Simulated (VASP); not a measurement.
# La (P6_3/mmc) in VASP: further runs

La is run at these levels: PBEsol; tasks: single point.

Everything below comes from runs of VASP 6.6.1. Logs are shortened: lines on timing, memory, paths and dates and some standing lists are left out, and cuts for length are marked.

## Step 1: The cell of the first run

Symmetry: P6_3/mmc, No. 194, hexagonal system. The conventional cell has a = 3.259 Å, b = 3.259 Å, c = 5.647 Å, α = 90.00°, β = 90.00°, γ = 120.00°. La (site symmetry -6m2) has 12 La at 3.26 to 3.39 Å within 4.3 Å.

## Step 2: Single point, PBEsol

The input, INCAR:

```
PREC = Accurate
ENCUT = 520
EDIFF = 1E-7
ISMEAR = 0
SIGMA = 0.05
LREAL = False
LASPH = True
NELM = 80
ALGO = Normal
ISIF = 2
LWAVE = False
LCHARG = False
GGA = PS
NBANDS = 18
```

The input, KPOINTS:

```
regular mesh
0
Gamma
  7 7 4
```

The input, POSCAR:

```
La
1.0
    3.2592537722      0.0000000000      0.0000000000
   -1.6296268861      2.8225965641      0.0000000000
    0.0000000000      0.0000000000      5.6474542167
La
2
Direct
    0.3333333333      0.6666666667      0.2500000000
    0.6666666667      0.3333333333      0.7500000000
```

Potentials or basis: VASP PAW PBE potentials, release 64 (La).

Command:

```
> cat potpaw_PBE.64/La/POTCAR > POTCAR
> mpirun -np 1 vasp_std > vasp.out
```

OUTCAR:

```text
PREC = Accurate
   ENCUT = 520
   EDIFF = 1E-7
   ISMEAR = 0
   LREAL = False
   LASPH = True
   NELM = 80
   ISIF = 2
   GGA = PS

 ion  position               nearest neighbor table
   1  0.333  0.667  0.250-   2 3.39   2 3.39   2 3.39   2 3.39   2 3.39   2 3.39
   2  0.667  0.333  0.750-   1 3.39   1 3.39   1 3.39   1 3.39   1 3.39   1 3.39

  LATTYP: Found a hexagonal cell.
 ALAT       =     3.2592537722
 C/A-ratio  =     1.7327445518

  Lattice vectors:

 A1 = (   3.2592537722,   0.0000000000,   0.0000000000)
 A2 = (  -1.6296268861,   2.8225965641,   0.0000000000)
 A3 = (   0.0000000000,   0.0000000000,   5.6474542167)

Analysis of symmetry for initial positions (statically):
=====================================================================
 Subroutine PRICEL returns:
 Original cell was already a primitive cell.

 Routine SETGRP: Setting up the symmetry group for a
 hexagonal supercell.

 Subroutine GETGRP returns: Found 24 space group operations
 (whereof 12 operations were pure point group operations)
 out of a pool of 24 trial point group operations.

The static configuration has the point symmetry D_3d.
 The point group associated with its full space group is D_6h.

Analysis of symmetry for dynamics (positions and initial velocities):
=====================================================================
 Subroutine PRICEL returns:
 Original cell was already a primitive cell.

 Routine SETGRP: Setting up the symmetry group for a
 hexagonal supercell.

 Subroutine GETGRP returns: Found 24 space group operations
 (whereof 12 operations were pure point group operations)
 out of a pool of 24 trial point group operations.

The dynamic configuration has the point symmetry D_3d.
 The point group associated with its full space group is D_6h.

 Subroutine INISYM returns: Found 24 space group operations
 (whereof 12 operations are pure point group operations),
 and found     1 'primitive' translations

----------------------------------------------------------------------------------------

                                     Primitive cell

  volume of cell :      51.9541

  direct lattice vectors                    reciprocal lattice vectors
     3.259253772  0.000000000  0.000000000     0.306818698  0.177141858  0.000000000
    -1.629626886  2.822596564  0.000000000     0.000000000  0.354283716  0.000000000
     0.000000000  0.000000000  5.647454217     0.000000000  0.000000000  0.177070935

  length of vectors
     3.259253772  3.259253772  5.647454217     0.354283716  0.354283716  0.177070935

  position of ions in fractional coordinates (direct lattice)
     0.333333333  0.666666667  0.250000000
     0.666666667  0.333333333  0.750000000

  ion indices of the primitive-cell ions
   primitive index   ion index
                 1           1
                 2           2

----------------------------------------------------------------------------------------

 KPOINTS: regular mesh

Automatic generation of k-mesh.
 Grid dimensions read from file:
 generate k-points for:    7    7    4

 Generating k-lattice:

  Cartesian coordinates                     Fractional coordinates (reciprocal lattice)
     0.043831243  0.025305980  0.000000000     0.142857143  0.000000000  0.000000000
     0.000000000  0.050611959  0.000000000     0.000000000  0.142857143  0.000000000
     0.000000000  0.000000000  0.044267734     0.000000000  0.000000000  0.250000000

  Length of vectors
     0.050611959  0.050611959  0.044267734

  Shift w.r.t. Gamma in fractional coordinates (k-lattice)
     0.000000000  0.000000000  0.000000000

 Subroutine IBZKPT returns following result:
 ===========================================

 Found     24 irreducible k-points:

 Following reciprocal coordinates:
            Coordinates               Weight
  0.000000  0.000000  0.000000      1.000000
  0.142857 -0.000000  0.000000      6.000000
  0.285714  0.000000  0.000000      6.000000
  0.428571 -0.000000  0.000000      6.000000
  0.142857  0.142857  0.000000      6.000000
  0.285714  0.142857  0.000000     12.000000
[... 16 lines left out ...]
  0.428571  0.142857  0.500000      6.000000
  0.285714  0.285714  0.500000      6.000000
   k-points           NKPTS =     24   k-points in BZ     NKDIM =     24   number of bands    NBANDS=     18
   number of dos      NEDOS =    301   number of ions     NIONS =      2
   total plane-waves  NPLWV =  24192
   dimension x,y,z NGX =    24 NGY =   24 NGZ =   42
   dimension x,y,z NGXF=    48 NGYF=   48 NGZF=   84
   ions per type =               2
   NGX,Y,Z   is equivalent  to a cutoff of  12.24, 12.24, 12.36 a.u.
   NGXF,Y,Z  is equivalent  to a cutoff of  24.48, 24.48, 24.73 a.u.
 SYSTEM =  unknown system
   PREC   = accura    normal or accurate (medium, high low for compatibility)
   ISTART =      0    job   : 0-new  1-cont  2-samecut
   ICHARG =      2    charge: 1-file 2-atom 10-const
   ISPIN  =      1    spin polarized calculation?
   LNONCOLLINEAR =      F non collinear calculations
   LSORBIT =      F    spin-orbit coupling
   LASPH  =      T    aspherical Exc in radial PAW
   ENCUT  =  520.0 eV  38.22 Ry    6.18 a.u.   6.06  6.06 10.50*2*pi/ulx,y,z
   NELM   =     80;   NELMIN=  2; NELMDL= -5     # of ELM steps
   EDIFF  = 0.1E-06   stopping-criterion for ELM
   LREAL  =      F    real-space projection
   EDIFFG = 0.1E-05   stopping-criterion for IOM
   NSW    =      0    number of steps for IOM
   IBRION =     -1    ionic relax: 0-MD 1-quasi-New 2-CG
   NFREE  =      0    steps in history (QN), initial steepest desc. (CG)
   ISIF   =      2    stress and relaxation
   ISYM   =      2    0-nonsym 1-usesym 2-fastsym
   POTIM  = 0.5000    time-step for ionic-motion
   TEBEG  =    0.0;   TEEND  =   0.0 temperature during run
   PSTRESS=    0.0 pullay stress
   NELECT =      22.0000    total number of electrons
   NUPDOWN=      -1.0000    fix difference up-down
   EMIN   =  10.00;   EMAX   =-10.00  energy-range for DOS
   EFERMI =   0.00;   METHOD = LEGACY
   ISMEAR =     0;   SIGMA  =   0.05  broadening in eV -4-tet -1-fermi 0-gaus
   EFERMI_NEDOS =   21; number of points for ismear=-14 and -15
   IALGO  =     38    algorithm
   IMIX   =      4    mixing-type and parameters
     AMIX     =   0.40;   BMIX     =  1.00
     AMIX_MAG =   1.60;   BMIX_MAG =  1.00
  volume/ion in A,a.u.               =      25.98       175.30
  Fermi-wavevector in a.u.,A,eV,Ry     =   1.229351  2.323136 20.562530  1.511303
  Thomas-Fermi vector in A             =   2.364241
   LORBIT       =      0    0 simple, 1 ext, 2 COOP (PROOUT), +10 PAW based schemes
   GGA     = PS    functional components
   LHFCALC =     F    Hartree Fock is set to
   AEXX    =    0.0000 exact exchange contribution
   IVDW    =     0    specifies the selected vdW correction
   LEPSILON=     F    determine dielectric tensor
   LRPA    =     F    only Hartree local field effects (RPA)
 non-spin polarized calculation
 Gauss-broadening in eV      SIGMA  =   0.05
  energy-cutoff  :      520.00
  volume of cell :       51.95
 maximum number of plane-waves:      1428
   NGX = 13   NGY = 13   NGZ = 21

 number of electron      22.0000000 magnetization

 Free energy of the ion-electron system (eV)
  ---------------------------------------------------
  ext. energy  EPLUGINS =         0.00000000
  ---------------------------------------------------
  free energy    TOTEN  =       -10.16187129 eV

  energy without entropy =      -10.15955389  energy(sigma->0) =      -10.16071259

 E-fermi :  11.6580     XC(G=0): -11.2450

 val. band max:       11.6288588480   @ k =   0.2857   0.2857   0.2500
 cond. band min:      11.7071903555   @ k =   0.4286   0.1429   0.2500
 fundamental gap:      0.0783315075
 Fermi energy:        11.6580026479

 k-point     1 :       0.0000    0.0000    0.0000
  band No.  band energies     occupation
      1     -21.0415      2.00000
      2     -20.4483      2.00000
      3      -6.1643      2.00000
      4      -2.9245      2.00000
      5      -2.9245      2.00000
      6      -2.9103      2.00000
[... 10 lines left out ...]
     17      13.9566      0.00000
     18      14.0122      0.00000

 k-point     2 :       0.1429   -0.0000    0.0000
  band No.  band energies     occupation
      1     -20.9163      2.00000
      2     -20.3653      2.00000
      3      -5.9624      2.00000
      4      -3.6521      2.00000
      5      -3.2836      2.00000
      6      -3.1261      2.00000
[... 10 lines left out ...]
     17      14.0070      0.00000
     18      14.4006      0.00000

 k-point     3 :       0.2857    0.0000    0.0000
  band No.  band energies     occupation
      1     -20.6059      2.00000
      2     -20.1827      2.00000
      3      -5.4180      2.00000
      4      -5.0574      2.00000
      5      -4.6230      2.00000
      6      -3.5185      2.00000
[... 10 lines left out ...]
     17      14.3051      0.00000
     18      14.3964      0.00000

 k-point     4 :       0.4286   -0.0000    0.0000
  band No.  band energies     occupation
      1     -20.3036      2.00000
      2     -20.0611      2.00000
      3      -6.0366      2.00000
      4      -5.5627      2.00000
      5      -4.7716      2.00000
      6      -3.7968      2.00000
[... 375 lines left out ...]
      4      -5.6721      2.00000
      5      -4.0366      2.00000
      6      -4.0366      2.00000
[... 10 lines left out ...]
     17      14.4412      0.00000
     18      14.4661      0.00000

 k-point    23 :       0.4286    0.1429    0.5000
  band No.  band energies     occupation
      1     -20.1219      2.00000
      2     -20.1219      2.00000
      3      -6.0357      2.00000
      4      -6.0357      2.00000
      5      -4.1816      2.00000
      6      -4.1816      2.00000
[... 10 lines left out ...]
     17      14.4287      0.00000
     18      14.4292      0.00000

 k-point    24 :       0.2857    0.2857    0.5000
  band No.  band energies     occupation
      1     -20.0953      2.00000
      2     -20.0953      2.00000
      3      -5.6936      2.00000
      4      -5.6936      2.00000
      5      -4.8029      2.00000
      6      -4.8029      2.00000
[... 10 lines left out ...]
     17      14.3397      0.00000
     18      14.3397      0.00000

------------------------ aborting loop because EDIFF is reached ----------------------------------------

  FORCE on cell =-STRESS in cart. coord.  units (eV):
  Direction    XX          YY          ZZ          XY          YZ          ZX
  --------------------------------------------------------------------------------------
  -------------------------------------------------------------------------------------
  Total        3.3097168      3.3097168      3.2968519      0.0000000      0.0000000      0.0000000
  in kB      102.0661439    102.0661439    101.6694121      0.0000000      0.0000000      0.0000000
  external PRESSURE =     101.9338999 kB  Pullay stress =       0.0000000 kB

 VOLUME and BASIS-vectors are now :
 -----------------------------------------------------------------------------
  energy-cutoff  :      520.00
  volume of cell :       51.95
      direct lattice vectors                 reciprocal lattice vectors
     3.259253772  0.000000000  0.000000000     0.306818698  0.177141858  0.000000000
    -1.629626886  2.822596564  0.000000000     0.000000000  0.354283716  0.000000000
     0.000000000  0.000000000  5.647454217     0.000000000  0.000000000  0.177070935

 POSITION                                       TOTAL-FORCE (eV/Angst)
 -----------------------------------------------------------------------------------
     -0.00000      1.88173      1.41186         0.000000     -0.000000      0.000000
      1.62963      0.94087      4.23559        -0.000000      0.000000      0.000000
 -----------------------------------------------------------------------------------
    total drift:                                0.000000     -0.000000      0.000000

  FREE ENERGIE OF THE ION-ELECTRON SYSTEM (eV)
  ---------------------------------------------------
  free  energy   TOTEN  =       -10.1618712868 eV

  energy  without entropy=      -10.1595538926  energy(sigma->0) =      -10.16071259
```

Run time: 20 s. Hardware: 1 thread of Intel Xeon Platinum 8559C (Emerald Rapids), shared host; peak memory 0.18 GiB.

Results:

- Free energy: -10.1619 eV
- Pressure: 10.2 GPa
- Band gap on the k mesh: zero (bands 11 and 12 overlap by 2.16 eV)

Caveat: the cell stands under pressure; the PAW data sets were made with another functional, which shifts forces and pressure a little; spin-orbit coupling is left out, which moves the levels of the heavy elements.

## Step 3: Single point, PBEsol

This run uses another cell than the first one, of 34.61 Å³/atom.

The input, INCAR:

```
SYSTEM = La
ALGO = Normal ; EDIFF = 1E-6
ENCUT = 520 ; GGA = PS
ISIF = 2 ; ISMEAR = 0
LASPH = .TRUE. ; LCHARG = .FALSE.
LREAL = .FALSE. ; LWAVE = .FALSE.
NBANDS = 18 ; NELM = 60
PREC = Accurate ; SIGMA = 0.05
```

The input, KPOINTS:

```
k-points
0
G
  7 7 4
  0 0 0
```

The input, POSCAR:

```
La
1.0
    3.6011801658      0.0000000000      0.0000000000
   -1.8005900829      3.1187135072      0.0000000000
    0.0000000000      0.0000000000      6.1636360608
La
2
Direct
    0.3333333333      0.6666666667      0.2500000000
    0.6666666667      0.3333333333      0.7500000000
```

Potentials or basis: VASP PAW PBE potentials, release 64 (La).

Command:

```
> cat potpaw_PBE.64/La/POTCAR > POTCAR
> mpirun -np 1 vasp_std > vasp.out
```

OUTCAR:

```text
SYSTEM = La
   EDIFF = 1E-6
   ENCUT = 520
   GGA = PS
   ISIF = 2
   ISMEAR = 0
   LASPH = .TRUE.
   LREAL = .FALSE.
   NELM = 60
   PREC = Accurate

 ion  position               nearest neighbor table
   1  0.333  0.667  0.250-
   2  0.667  0.333  0.750-

  LATTYP: Found a hexagonal cell.
 ALAT       =     3.6011801658
 C/A-ratio  =     1.7115600378

  Lattice vectors:

 A1 = (   3.6011801658,   0.0000000000,   0.0000000000)
 A2 = (  -1.8005900829,   3.1187135072,   0.0000000000)
 A3 = (   0.0000000000,   0.0000000000,   6.1636360608)

Analysis of symmetry for initial positions (statically):
=====================================================================
 Subroutine PRICEL returns:
 Original cell was already a primitive cell.

 Routine SETGRP: Setting up the symmetry group for a
 hexagonal supercell.

 Subroutine GETGRP returns: Found 24 space group operations
 (whereof 12 operations were pure point group operations)
 out of a pool of 24 trial point group operations.

The static configuration has the point symmetry D_3d.
 The point group associated with its full space group is D_6h.
[... 158 lines left out ...]
  free energy    TOTEN  =       -10.59089811 eV

  energy without entropy =      -10.58312108  energy(sigma->0) =      -10.58700959

 E-fermi :   8.3571     XC(G=0):  -9.9744

 val. band max:        8.3369151174   @ k =   0.2857   0.2857   0.0000
 cond. band min:       8.3693294756   @ k =   0.1429   0.1429   0.2500
 fundamental gap:      0.0324143582
 Fermi energy:         8.3571369013

 k-point     1 :       0.0000    0.0000    0.0000
  band No.  band energies     occupation
      1     -24.3431      2.00000
      2     -24.1267      2.00000
      3      -8.7542      2.00000
      4      -7.2423      2.00000
      5      -7.2423      2.00000
      6      -7.1897      2.00000
[... 481 lines left out ...]
      5      -8.0769      2.00000
      6      -8.0769      2.00000
[... 10 lines left out ...]
     17      10.4064      0.00000
     18      10.4146      0.00000

------------------------ aborting loop because EDIFF is reached ----------------------------------------

  FORCE on cell =-STRESS in cart. coord.  units (eV):
  Direction    XX          YY          ZZ          XY          YZ          ZX
  --------------------------------------------------------------------------------------
  -------------------------------------------------------------------------------------
  Total        0.0336605      0.0336605      0.0413369      0.0000000      0.0000000      0.0000000
  in kB        0.7790659      0.7790659      0.9567332      0.0000000      0.0000000      0.0000000
  external PRESSURE =       0.8382884 kB  Pullay stress =       0.0000000 kB

 VOLUME and BASIS-vectors are now :
 -----------------------------------------------------------------------------
  energy-cutoff  :      520.00
  volume of cell :       69.22
      direct lattice vectors                 reciprocal lattice vectors
     3.601180166  0.000000000  0.000000000     0.277686745  0.160322517  0.000000000
    -1.800590083  3.118713507  0.000000000     0.000000000  0.320645034  0.000000000
     0.000000000  0.000000000  6.163636061     0.000000000  0.000000000  0.162241896

 POSITION                                       TOTAL-FORCE (eV/Angst)
 -----------------------------------------------------------------------------------
     -0.00000      2.07914      1.54091         0.000000     -0.000000      0.000000
      1.80059      1.03957      4.62273        -0.000000      0.000000      0.000000
 -----------------------------------------------------------------------------------
    total drift:                                0.000000     -0.000000      0.000000

  FREE ENERGIE OF THE ION-ELECTRON SYSTEM (eV)
  ---------------------------------------------------
  free  energy   TOTEN  =       -10.5908981075 eV

  energy  without entropy=      -10.5831210754  energy(sigma->0) =      -10.58700959
```

OSZICAR:

```text
N       E                     dE             d eps       ncg     rms          rms(c)
DAV:   1     0.252657891181E+03    0.25266E+03   -0.80422E+03   864   0.171E+03
DAV:   2     0.267068171418E+02   -0.22595E+03   -0.22257E+03  1216   0.315E+02
DAV:   3    -0.694666004658E+01   -0.33653E+02   -0.33070E+02  1448   0.138E+02
DAV:   4    -0.103294295942E+02   -0.33828E+01   -0.33449E+01  1712   0.362E+01
DAV:   5    -0.106060398824E+02   -0.27661E+00   -0.27629E+00  1408   0.103E+01    0.347E+00
DAV:   6    -0.106117333495E+02   -0.56935E-02   -0.55462E-01  1720   0.506E+00    0.173E+00
DAV:   7    -0.105926639375E+02    0.19069E-01   -0.41554E-02  1448   0.121E+00    0.569E-01
DAV:   8    -0.105907437128E+02    0.19202E-02   -0.83225E-03  1696   0.643E-01    0.950E-02
DAV:   9    -0.105908369144E+02   -0.93202E-04   -0.76045E-04  1464   0.192E-01    0.451E-02
DAV:  10    -0.105908725499E+02   -0.35636E-04   -0.18168E-04  1664   0.924E-02    0.347E-02
DAV:  11    -0.105908834382E+02   -0.10888E-04   -0.18039E-05  1496   0.288E-02    0.265E-02
DAV:  12    -0.105908978439E+02   -0.14406E-04   -0.86018E-05  1480   0.712E-02    0.701E-03
DAV:  13    -0.105908981075E+02   -0.26360E-06   -0.76518E-06  1664   0.262E-02
   1 F= -.10590898E+02 E0= -.10587010E+02  d E =-.777703E-02
```

stdout:

```text
POSCAR found type information on POSCAR La
 POSCAR found :  1 types and       2 ions
 scaLAPACK will be used
 -----------------------------------------------------------------------------
|                                                                             |
|                                                                             |
|     You enforced a specific xc type in the INCAR file but a different       |
|     I HOPE YOU KNOW WHAT YOU ARE DOING!                                     |
|                                                                             |
 -----------------------------------------------------------------------------

 LDA part: xc-table for (Slater+PW92), standard interpolation
 POSCAR, INCAR and KPOINTS ok, starting setup
 FFT: planning ... GRIDC
 FFT: planning ... GRID_SOFT
 FFT: planning ... GRID
 WAVECAR not read
 entering main loop
```

Wall time 29 s (1 thread of Intel Xeon Platinum 8559C (Emerald Rapids), shared host); peak memory 0.19 GiB.

What came out:

```
Free energy            : -10.5909 eV
Pressure               : 0.1 GPa
Band gap on the k mesh : zero (bands 11 and 12 overlap by 1.45 eV)
```

Caveat: the PAW data sets were made with another functional, which shifts forces and pressure a little; spin-orbit coupling is left out, which moves the levels of the heavy elements.
